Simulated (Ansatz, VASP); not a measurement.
# One calculation of AlFe3, two programs

```xyz
4
Lattice="0.0000 2.7705 2.7705 2.7705 0.0000 2.7705 2.7705 2.7705 0.0000" Properties=species:S:1:pos:R:3 pbc="T T T"
Al    0.0000    0.0000    0.0000
Fe    2.7705    2.7705    2.7705
Fe    1.3852    1.3852    1.3852
Fe    4.1557    4.1557    4.1557
```

Alike in both runs: task single point; functional r2SCAN; k mesh 12 × 12 × 12; occupations gaussian, width 0.1 eV; collinear spin.

|  | VASP | Ansatz |
| --- | --- | --- |
| version | VASP 6.6.1 | Ansatz 0.2.0 |
| potentials or method | VASP PAW PBE potentials, release 64 (Al, Fe), cutoff 520 eV | scalar-relativistic, plane waves, PAW |
| valence electrons in the cell | 27 | 51 |

Ansatz gave:

| Property | Result |
| --- | --- |
| gap on the k mesh at the Fermi level (eV) | none |
| pressure (GPa) | 24.8 |
| net moment per atom (μB) | 1.63 |
| size of the moment on the site where the two differ most (μB) | 2.25 |

Question: Estimate VASP's values.

Answer: gap on the k mesh at the Fermi level (eV): none; pressure (GPa): 24.4; net moment per atom (μB): 1.63; size of the moment on the site where the two differ most (μB): 2.19.

VASP's potentials were made for PBE, not for r2SCAN. Site moments also hang on the region over which each program counts them. A gap of «none» marks a metal or a gap that the smearing closes. VASP's potentials hold 27 valence electrons a cell and Ansatz's 51, so a difference there can come from the potentials and not from the codes. Ansatz's warnings: stability check not made.
